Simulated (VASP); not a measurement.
# Au (Fm-3m) in VASP: further runs

Au is run at these levels: r2SCAN; tasks: single point.

Everything below comes from runs of VASP 6.6.1. Logs are shortened: lines on timing, memory, paths and dates and some standing lists are left out, and cuts for length are marked.

### Step 1. The cell of the first run

The structure is cubic, space group Fm-3m (No. 225). The conventional cell has a = 4.091 Å, b = 4.091 Å, c = 4.091 Å, α = 90.00°, β = 90.00°, γ = 90.00°. Au (site symmetry m-3m) has 12 Au at 2.89 Å within 3.8 Å.

### Step 2. Single point, r2SCAN

File POSCAR:

```
Au
1.0
    0.0000000000      2.0455000000      2.0455000000
    2.0455000000      0.0000000000      2.0455000000
    2.0455000000      2.0455000000      0.0000000000
Au
1
Direct
    0.0000000000      0.0000000000      0.0000000000
```

File INCAR.step1:

```
SYSTEM = Au
PREC     = Accurate       ! precision mode
ENCUT    = 520            ! plane-wave cutoff, eV
ISMEAR   = 0              ! smearing method
SIGMA    = 0.15           ! smearing width, eV
LREAL    = .FALSE.        ! projectors in reciprocal space
LASPH    = .TRUE.         ! aspherical terms in the spheres
NELM     = 80             ! most SCF steps
NBANDS   = 12             ! bands
GGA      = PE             ! functional
ALGO     = Normal         ! electronic algorithm
EDIFF    = 1E-4           ! SCF threshold, eV
LWAVE    = .TRUE.         ! write WAVECAR
LCHARG   = .FALSE.        ! write CHGCAR
```

File INCAR.step2:

```
SYSTEM = Au
PREC     = Accurate       ! precision mode
ENCUT    = 520            ! plane-wave cutoff, eV
EDIFF    = 1E-7           ! SCF threshold, eV
ISMEAR   = 0              ! smearing method
SIGMA    = 0.15           ! smearing width, eV
LREAL    = .FALSE.        ! projectors in reciprocal space
LASPH    = .TRUE.         ! aspherical terms in the spheres
NELM     = 80             ! most SCF steps
ALGO     = Normal         ! electronic algorithm
ISIF     = 2              ! what is computed and relaxed
LWAVE    = .FALSE.        ! write WAVECAR
LCHARG   = .FALSE.        ! write CHGCAR
METAGGA  = R2SCAN         ! meta-GGA
LMIXTAU  = .TRUE.       
NBANDS   = 12             ! bands
ISTART   = 1
```

File KPOINTS:

```
Automatic mesh
0
G
  20 20 20
  0 0 0
```

Potentials or basis: VASP PAW PBE potentials, release 64 (Au).

The run is started by

```
$ cat potpaw_PBE.64/Au/POTCAR > POTCAR
$ cp INCAR.step1 INCAR
$ mpirun -np 1 vasp_std > vasp.out
$ cp INCAR.step2 INCAR
$ mpirun -np 1 vasp_std > vasp.out
```

OUTCAR:

```text
SYSTEM = Au
   PREC = Accurate
   ENCUT = 520
   EDIFF = 1E-7
   ISMEAR = 0
   LREAL = .FALSE.
   LASPH = .TRUE.
   NELM = 80
   ISIF = 2
   METAGGA = R2SCAN
   ISTART = 1

 ion  position               nearest neighbor table
   1  0.000  0.000  0.000-

  LATTYP: Found a face centered cubic cell.
 ALAT       =     4.0910000000

  Lattice vectors:

 A1 = (   0.0000000000,   2.0455000000,   2.0455000000)
 A2 = (   2.0455000000,   0.0000000000,   2.0455000000)
 A3 = (   2.0455000000,   2.0455000000,   0.0000000000)

Analysis of symmetry for initial positions (statically):
=====================================================================
 Subroutine PRICEL returns:
 Original cell was already a primitive cell.

 Routine SETGRP: Setting up the symmetry group for a
 face centered cubic supercell.

 Subroutine GETGRP returns: Found 48 space group operations
 (whereof 48 operations were pure point group operations)
 out of a pool of 48 trial point group operations.

The static configuration has the point symmetry O_h .

Analysis of symmetry for dynamics (positions and initial velocities):
=====================================================================
 Subroutine PRICEL returns:
 Original cell was already a primitive cell.

 Routine SETGRP: Setting up the symmetry group for a
 face centered cubic supercell.

 Subroutine GETGRP returns: Found 48 space group operations
 (whereof 48 operations were pure point group operations)
 out of a pool of 48 trial point group operations.

The dynamic configuration has the point symmetry O_h .

 Subroutine INISYM returns: Found 48 space group operations
 (whereof 48 operations are pure point group operations),
 and found     1 'primitive' translations

----------------------------------------------------------------------------------------

                                     Primitive cell

  volume of cell :      17.1170

  direct lattice vectors                    reciprocal lattice vectors
     0.000000000  2.045500000  2.045500000    -0.244439012  0.244439012  0.244439012
     2.045500000  0.000000000  2.045500000     0.244439012 -0.244439012  0.244439012
     2.045500000  2.045500000  0.000000000     0.244439012  0.244439012 -0.244439012

  length of vectors
     2.892773842  2.892773842  2.892773842     0.423380789  0.423380789  0.423380789

  position of ions in fractional coordinates (direct lattice)
     0.000000000  0.000000000  0.000000000

  ion indices of the primitive-cell ions
   primitive index   ion index
                 1           1

----------------------------------------------------------------------------------------

 KPOINTS: Automatic mesh

Automatic generation of k-mesh.
 Grid dimensions read from file:
 generate k-points for:   20   20   20

 Generating k-lattice:

  Cartesian coordinates                     Fractional coordinates (reciprocal lattice)
    -0.012221951  0.012221951  0.012221951     0.050000000  0.000000000  0.000000000
     0.012221951 -0.012221951  0.012221951     0.000000000  0.050000000  0.000000000
     0.012221951  0.012221951 -0.012221951     0.000000000  0.000000000  0.050000000

  Length of vectors
     0.021169039  0.021169039  0.021169039

  Shift w.r.t. Gamma in fractional coordinates (k-lattice)
     0.000000000  0.000000000  0.000000000

 Subroutine IBZKPT returns following result:
 ===========================================

 Found    256 irreducible k-points:

 Following reciprocal coordinates:
            Coordinates               Weight
  0.000000  0.000000  0.000000      1.000000
  0.050000  0.000000  0.000000      8.000000
  0.100000  0.000000  0.000000      8.000000
  0.150000  0.000000  0.000000      8.000000
  0.200000  0.000000  0.000000      8.000000
  0.250000  0.000000  0.000000      8.000000
[... 16 lines left out ...]
 -0.400000  0.050000  0.000000     24.000000
 -0.350000  0.050000  0.000000     24.000000
 [... further k-points ...]
   k-points           NKPTS =    256   k-points in BZ     NKDIM =    256   number of bands    NBANDS=     12
   number of dos      NEDOS =    301   number of ions     NIONS =      1
   total plane-waves  NPLWV =  13824
   dimension x,y,z NGX =    24 NGY =   24 NGZ =   24
   dimension x,y,z NGXF=    48 NGYF=   48 NGZF=   48
   ions per type =               1
   NGX,Y,Z   is equivalent  to a cutoff of  13.79, 13.79, 13.79 a.u.
   NGXF,Y,Z  is equivalent  to a cutoff of  27.59, 27.59, 27.59 a.u.
 SYSTEM =  Au
   PREC   = accura    normal or accurate (medium, high low for compatibility)
   ISTART =      1    job   : 0-new  1-cont  2-samecut
   ICHARG =      0    charge: 1-file 2-atom 10-const
   ISPIN  =      1    spin polarized calculation?
   LNONCOLLINEAR =      F non collinear calculations
   LSORBIT =      F    spin-orbit coupling
   LASPH  =      T    aspherical Exc in radial PAW
   ENCUT  =  520.0 eV  38.22 Ry    6.18 a.u.   5.38  5.38  5.38*2*pi/ulx,y,z
   NELM   =     80;   NELMIN=  2; NELMDL=  0     # of ELM steps
   EDIFF  = 0.1E-06   stopping-criterion for ELM
   LREAL  =      F    real-space projection
   EDIFFG = 0.1E-05   stopping-criterion for IOM
   NSW    =      0    number of steps for IOM
   IBRION =     -1    ionic relax: 0-MD 1-quasi-New 2-CG
   NFREE  =      0    steps in history (QN), initial steepest desc. (CG)
   ISIF   =      2    stress and relaxation
   ISYM   =      2    0-nonsym 1-usesym 2-fastsym
   POTIM  = 0.5000    time-step for ionic-motion
   TEBEG  =    0.0;   TEEND  =   0.0 temperature during run
   PSTRESS=    0.0 pullay stress
   NELECT =      11.0000    total number of electrons
   NUPDOWN=      -1.0000    fix difference up-down
   EMIN   =  10.00;   EMAX   =-10.00  energy-range for DOS
   EFERMI =   0.00;   METHOD = LEGACY
   ISMEAR =     0;   SIGMA  =   0.15  broadening in eV -4-tet -1-fermi 0-gaus
   EFERMI_NEDOS =   21; number of points for ismear=-14 and -15
   IALGO  =     38    algorithm
   IMIX   =      4    mixing-type and parameters
     AMIX     =   0.40;   BMIX     =  1.00
     AMIX_MAG =   1.60;   BMIX_MAG =  1.00
  volume/ion in A,a.u.               =      17.12       115.51
  Fermi-wavevector in a.u.,A,eV,Ry     =   1.412742  2.669696 27.155058  1.995840
  Thomas-Fermi vector in A             =   2.534459
   LORBIT       =      0    0 simple, 1 ext, 2 COOP (PROOUT), +10 PAW based schemes
   METAGGA = R2SCAN    functional components
   LHFCALC =     F    Hartree Fock is set to
   AEXX    =    0.0000 exact exchange contribution
   IVDW    =     0    specifies the selected vdW correction
   LEPSILON=     F    determine dielectric tensor
   LRPA    =     F    only Hartree local field effects (RPA)
 non-spin polarized calculation
 Gauss-broadening in eV      SIGMA  =   0.15
  energy-cutoff  :      520.00
  volume of cell :       17.12
 maximum number of plane-waves:       479
 NGX is ok and might be reduce to    24
   NGX = 11   NGY = 11   NGZ = 11

 number of electron      11.0000000 magnetization

 Free energy of the ion-electron system (eV)
  ---------------------------------------------------
  ext. energy  EPLUGINS =         0.00000000
  ---------------------------------------------------
  free energy    TOTEN  =       -50.59152068 eV

  energy without entropy =      -50.58895888  energy(sigma->0) =      -50.59023978

 E-fermi :   9.2400     XC(G=0): -13.5980

 val. band max:        9.2191897582   @ k =   0.5000   0.3500   0.1500
 cond. band min:       9.3244005546   @ k =   0.5000   0.3000   0.1000
 fundamental gap:      0.1052107964
 Fermi energy:         9.2400019288

 k-point     1 :       0.0000    0.0000    0.0000
  band No.  band energies     occupation
      1      -0.7930      2.00000
      2       4.3290      2.00000
      3       4.3290      2.00000
      4       4.3290      2.00000
      5       5.8504      2.00000
      6       5.8504      2.00000
      7      24.5778      0.00000
      8      28.6489      0.00000
      9      28.6489      0.00000
     10      28.6489      0.00000
     11      33.9169      0.00000
     12      38.3218      0.00000

 k-point     2 :       0.0500    0.0000    0.0000
  band No.  band energies     occupation
      1      -0.7025      2.00000
      2       4.3000      2.00000
      3       4.3603      2.00000
      4       4.3603      2.00000
      5       5.8364      2.00000
      6       5.8364      2.00000
      7      24.6826      0.00000
      8      28.0461      0.00000
      9      28.7532      0.00000
     10      28.7532      0.00000
     11      34.4284      0.00000
     12      37.1558      0.00000

 k-point     3 :       0.1000    0.0000    0.0000
  band No.  band energies     occupation
      1      -0.4369      2.00000
      2       4.2245      2.00000
      3       4.4444      2.00000
      4       4.4444      2.00000
      5       5.8052      2.00000
      6       5.8052      2.00000
      7      24.9348      0.00000
      8      26.7237      0.00000
      9      29.0505      0.00000
     10      29.0505      0.00000
     11      34.3698      0.00000
     12      36.6359      0.00000
[... 286 lines left out ...]
 k-point    23 :      -0.4000    0.0500    0.0000
  band No.  band energies     occupation
      1       1.7674      2.00000
      2       4.3088      2.00000
      3       4.3771      2.00000
      4       6.3621      2.00000
      5       6.8111      2.00000
      6       7.7494      2.00000
      7      14.2882      0.00000
      8      24.3585      0.00000
      9      26.8076      0.00000
     10      27.8990      0.00000
     11      34.4268      0.00000
     12      34.8949      0.00000

 k-point    24 :      -0.3500    0.0500    0.0000
  band No.  band energies     occupation
      1       1.7387      2.00000
      2       4.3913      2.00000
      3       4.4514      2.00000
      4       5.6132      2.00000
      5       6.5277      2.00000
      6       7.1200      2.00000
      7      16.1798      0.00000
      8      24.6934      0.00000
      9      27.2296      0.00000
     10      28.8519      0.00000
     11      33.4819      0.00000
     12      34.3465      0.00000

 [... further k-points ...]
[... 5 lines left out ...]
  --------------------------------------------------------------------------------------
  -------------------------------------------------------------------------------------
  Total        0.4707155      0.4707155      0.4707155      0.0000000      0.0000000     -0.0000000
  in kB       44.0596040     44.0596040     44.0596040      0.0000000      0.0000000     -0.0000000
  external PRESSURE =      44.0596040 kB  Pullay stress =       0.0000000 kB

 VOLUME and BASIS-vectors are now :
 -----------------------------------------------------------------------------
  energy-cutoff  :      520.00
  volume of cell :       17.12
      direct lattice vectors                 reciprocal lattice vectors
     0.000000000  2.045500000  2.045500000    -0.244439012  0.244439012  0.244439012
     2.045500000  0.000000000  2.045500000     0.244439012 -0.244439012  0.244439012
     2.045500000  2.045500000  0.000000000     0.244439012  0.244439012 -0.244439012

 POSITION                                       TOTAL-FORCE (eV/Angst)
 -----------------------------------------------------------------------------------
      0.00000      0.00000      0.00000        -0.000000     -0.000000     -0.000000
 -----------------------------------------------------------------------------------
    total drift:                                0.000000      0.000000     -0.000000

  FREE ENERGIE OF THE ION-ELECTRON SYSTEM (eV)
  ---------------------------------------------------
  free  energy   TOTEN  =       -50.5915206810 eV

  energy  without entropy=      -50.5889588814  energy(sigma->0) =      -50.59023978
```

Run time: 1.7 min. Hardware: 1 thread of Intel Xeon Platinum 8375C at 2.90GHz (Ice Lake), shared host; peak memory 0.18 GiB.

Results:

```
Free energy : -50.5915 eV
Pressure    : 4.4 GPa
```

Levels at points of the mesh, in eV from the Fermi level:
| k point | band 2 | band 3 | band 4 | band 5 | band 6 | band 7 | band 8 | band 9 | band 10 | band 11 |
| --- | --- | --- | --- | --- | --- | --- | --- | --- | --- | --- |
| (0.00, 0.00, 0.00) | -4.91 | -4.91 | -4.91 | -3.39 | -3.39 | 15.34 | 19.41 | 19.41 | 19.41 | 24.68 |
| (0.50, 0.00, 0.00) | -4.96 | -4.96 | -2.15 | -2.15 | -0.77 | 3.17 | 14.82 | 17.91 | 17.91 | 25.87 |
| (0.50, 0.50, 0.00) | -7.01 | -2.21 | -1.81 | -1.81 | 1.21 | 5.99 | 10.53 | 10.53 | 18.03 | 20.54 |

Caveat: the PAW data sets were made with another functional, which shifts forces and pressure a little; spin-orbit coupling is left out, which moves the levels of the heavy elements.

### Step 3. Single point, r2SCAN

POSCAR is that of step 2.

File INCAR.step1:

```
PREC = Accurate
ENCUT = 520
ISMEAR = 0
SIGMA = 0.15
LREAL = False
LASPH = True
NELM = 100
NBANDS = 12
GGA = PE
ALGO = Normal
EDIFF = 1E-4
LWAVE = True
LCHARG = False
```

File INCAR.step2:

```
PREC = Accurate
ENCUT = 520
EDIFF = 1E-6
ISMEAR = 0
SIGMA = 0.15
LREAL = False
LASPH = True
NELM = 100
ALGO = Normal
ISIF = 2
LWAVE = False
LCHARG = True
METAGGA = R2SCAN
LMIXTAU = True
LELF = True
LVHAR = True
NBANDS = 12
ISTART = 1
```

File KPOINTS:

```
Automatic mesh
0
Gamma
  22 22 22
```

Potentials or basis: VASP PAW PBE potentials, release 64 (Au).

The run is started by

```
$ cat potpaw_PBE.64/Au/POTCAR > POTCAR
$ cp INCAR.step1 INCAR
$ mpirun -np 1 vasp_std > vasp.out
$ cp INCAR.step2 INCAR
$ mpirun -np 1 vasp_std > vasp.out
```

OUTCAR:

```text
PREC = Accurate
   ENCUT = 520
   EDIFF = 1E-6
   ISMEAR = 0
   LREAL = False
   LASPH = True
   NELM = 100
   ISIF = 2
   METAGGA = R2SCAN
   ISTART = 1

 ion  position               nearest neighbor table
   1  0.000  0.000  0.000-

  LATTYP: Found a face centered cubic cell.
 ALAT       =     4.0910000000

  Lattice vectors:

 A1 = (   0.0000000000,   2.0455000000,   2.0455000000)
 A2 = (   2.0455000000,   0.0000000000,   2.0455000000)
 A3 = (   2.0455000000,   2.0455000000,   0.0000000000)

Analysis of symmetry for initial positions (statically):
=====================================================================
 Subroutine PRICEL returns:
 Original cell was already a primitive cell.

 Routine SETGRP: Setting up the symmetry group for a
 face centered cubic supercell.

 Subroutine GETGRP returns: Found 48 space group operations
 (whereof 48 operations were pure point group operations)
 out of a pool of 48 trial point group operations.

The static configuration has the point symmetry O_h .

Analysis of symmetry for dynamics (positions and initial velocities):
=====================================================================
[... 161 lines left out ...]
 fundamental gap:      0.0892252056
 Fermi energy:         9.2574414228

 k-point     1 :       0.0000    0.0000    0.0000
  band No.  band energies     occupation
      1      -0.7928      2.00000
      2       4.3293      2.00000
      3       4.3293      2.00000
      4       4.3293      2.00000
      5       5.8509      2.00000
      6       5.8509      2.00000
      7      24.5780      0.00000
      8      28.6489      0.00000
      9      28.6489      0.00000
     10      28.6489      0.00000
     11      33.9166      0.00000
     12      38.3219      0.00000
[... 331 lines left out ...]
 k-point    24 :      -0.4545    0.0455    0.0000
  band No.  band energies     occupation
      1       1.7517      2.00000
      2       4.2604      2.00000
      3       4.3284      2.00000
      4       6.7569      2.00000
      5       7.0257      2.00000
      6       8.6057      2.00000
      7      12.7287      0.00000
      8      24.1541      0.00000
      9      26.7378      0.00000
     10      27.2351      0.00000
     11      35.0431      0.00000
     12      35.1455      0.00000

 [... further k-points ...]
[... 5 lines left out ...]
  --------------------------------------------------------------------------------------
  -------------------------------------------------------------------------------------
  Total        0.4724643      0.4724643      0.4724643      0.0000000     -0.0000000     -0.0000000
  in kB       44.2232976     44.2232976     44.2232976      0.0000000     -0.0000000     -0.0000000
  external PRESSURE =      44.2232976 kB  Pullay stress =       0.0000000 kB

 VOLUME and BASIS-vectors are now :
 -----------------------------------------------------------------------------
  energy-cutoff  :      520.00
  volume of cell :       17.12
      direct lattice vectors                 reciprocal lattice vectors
     0.000000000  2.045500000  2.045500000    -0.244439012  0.244439012  0.244439012
     2.045500000  0.000000000  2.045500000     0.244439012 -0.244439012  0.244439012
     2.045500000  2.045500000  0.000000000     0.244439012  0.244439012 -0.244439012

 POSITION                                       TOTAL-FORCE (eV/Angst)
 -----------------------------------------------------------------------------------
      0.00000      0.00000      0.00000        -0.000000      0.000000      0.000000
 -----------------------------------------------------------------------------------
    total drift:                               -0.000000      0.000000     -0.000000

  FREE ENERGIE OF THE ION-ELECTRON SYSTEM (eV)
  ---------------------------------------------------
  free  energy   TOTEN  =       -50.5913662919 eV

  energy  without entropy=      -50.5886633807  energy(sigma->0) =      -50.59001484
```

Run time: 2 min. Hardware: 1 thread of Intel Xeon Platinum 8375C at 2.90GHz (Ice Lake), shared host; peak memory 0.19 GiB.

What came out:

```yaml
Free_energy: -50.5914 eV
Pressure: 4.4 GPa
```

Levels at points of the mesh, in eV from the Fermi level:
```tsv
k point	band 2	band 3	band 4	band 5	band 6	band 7	band 8	band 9	band 10	band 11
(0.00, 0.00, 0.00)	-4.93	-4.93	-4.93	-3.41	-3.41	15.32	19.39	19.39	19.39	24.66
(0.50, 0.00, 0.00)	-4.97	-4.97	-2.17	-2.17	-0.79	3.15	14.81	17.89	17.89	25.86
(0.50, 0.50, 0.00)	-7.03	-2.23	-1.83	-1.83	1.19	5.97	10.51	10.51	18.02	20.52
```

Caveat: the PAW data sets were made with another functional, which shifts forces and pressure a little; spin-orbit coupling is left out, which moves the levels of the heavy elements.
